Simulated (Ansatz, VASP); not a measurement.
Two plane-wave programs on Hf

```
Hf
1.0
    14.00000    0.00000    0.00000
     0.00000   14.40000    0.00000
     0.00000    0.00000   14.80000
Hf
1
Direct
  0.50000 0.50000 0.50000
```

Alike in both runs: task single point; functional PBE; k mesh 1 × 1 × 1; occupations fermi-dirac, width 0.01 eV; collinear spin.

```csv
,VASP,Ansatz
version,VASP 6.6.1,Ansatz 0.2.0
potentials or method,"VASP PAW PBE potentials, release 64 (Hf_pv), cutoff 400 eV","plane waves (420 eV) with PAW, scalar-relativistic"
valence electrons in the cell,10,26
```

```csv
,VASP,Ansatz,Ansatz less VASP
gap on the k mesh at the Fermi level (eV),0.61,0.62,+0.006
net moment per atom (μB),2.00,2.00,0.000
size of the moment on the site where the two differ most (μB),1.35,2.00,+0.651
```

Site moments also hang on the region over which each program counts them. VASP's potentials hold 10 valence electrons a cell and Ansatz's 26, so a difference there can come from the potentials and not from the codes.

Spin-orbit coupling is off throughout.
